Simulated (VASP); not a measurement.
Al3GaSb4, 8 atoms in the cell. The structure is cubic, space group P-43m (No. 215). Conventional cell: a = 6.147 Å, b = 6.147 Å, c = 6.147 Å, α = 90.00°, β = 90.00°, γ = 90.00°. Within 3.5 Å of Al (site symmetry -42m) lie 4 Sb at 2.66 Å. Ga (site symmetry -43m) has 4 Sb at 2.66 Å within 3.5 Å. Sb (site symmetry 3m) has 1 Ga at 2.66 Å and 3 Al at 2.66 Å within 3.5 Å. 

* Program: VASP 6.6.1
* Task: single point
* Functional: PBEsol
* Potentials or basis: VASP PAW PBE potentials, release 64 (Al, Ga_d, Sb)
* Cutoff: 520 eV
* k mesh: 6 × 6 × 6
* Occupations: gaussian, width 0.02 eV
* Spin: no spin polarisation
* Dipole correction: no
* Further INCAR settings: ALGO = Normal; EDIFF = 1e-06; NBANDS = 31

Potentials or basis: VASP PAW PBE potentials, release 64 (Al, Ga_d, Sb).

Command:

```sh
$ cat potpaw_PBE.64/Al/POTCAR potpaw_PBE.64/Ga_d/POTCAR potpaw_PBE.64/Sb/POTCAR > POTCAR
$ mpirun -np 1 vasp_std > vasp.out
```

Hardware: 1 thread of Intel Xeon 6975P-C (shared host).

Estimate the wall time of this run.

Wall time 2.4 min on 1 thread of Intel Xeon 6975P-C, with other jobs on the host, peak memory 0.4 GiB. Counts: scf iterations 13, k points 20.
